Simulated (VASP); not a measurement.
Set up this calculation in VASP 6.6.1, as the native input.

- Task: single point
- Functional: PBE
- Potentials or basis: VASP PAW PBE potentials, release 64 (Ti_sv)
- Cutoff: 520 eV
- k mesh: 6 × 6 × 6
- Occupations: fermi-dirac, width 0.1 eV
- Spin: no spin polarisation
- Dipole correction: no
- Further INCAR settings: ALGO = Normal; EDIFF = 1e-06; NBANDS = 12

The structure of Ti lies in POSCAR:

```
Ti
1.0
    2.6449927459      0.0000000000      0.0000000000
    0.0000000000      2.6449927459      0.0000000000
    0.0000000000      0.0000000000      2.6449927459
Ti
1
Direct
    0.0000000000      0.0000000000      0.0000000000
```

The input as run:

INCAR

```
  ALGO = Normal
  EDIFF = 1E-6
  ENCUT = 520
  GGA = PE
  ISIF = 2
  ISMEAR = -1
  LASPH = T
  LCHARG = T
  LELF = T
  LREAL = F
  LVHAR = T
  LWAVE = F
  NBANDS = 12
  NELM = 100
  PREC = Accurate
  SIGMA = 0.1
```

KPOINTS

```
k-points
0
Gamma
  6 6 6
```

Potentials or basis: VASP PAW PBE potentials, release 64 (Ti_sv).

The run is started by

```bash
$ cat potpaw_PBE.64/Ti_sv/POTCAR > POTCAR
$ mpirun -np 1 vasp_std > vasp.out
```

Results of the run:

```
Pressure               : -0.4 GPa
Band gap on the k mesh : zero (band 6 reaches 8.36 eV, above the bottom of band 7 at 6.20 eV)
```

Caveat: the k points lie up to 0.40 Å⁻¹ apart.

Run time: 6 s on 1 thread of Intel Xeon 6975P-C, on a shared host, peak memory 0.12 GiB.
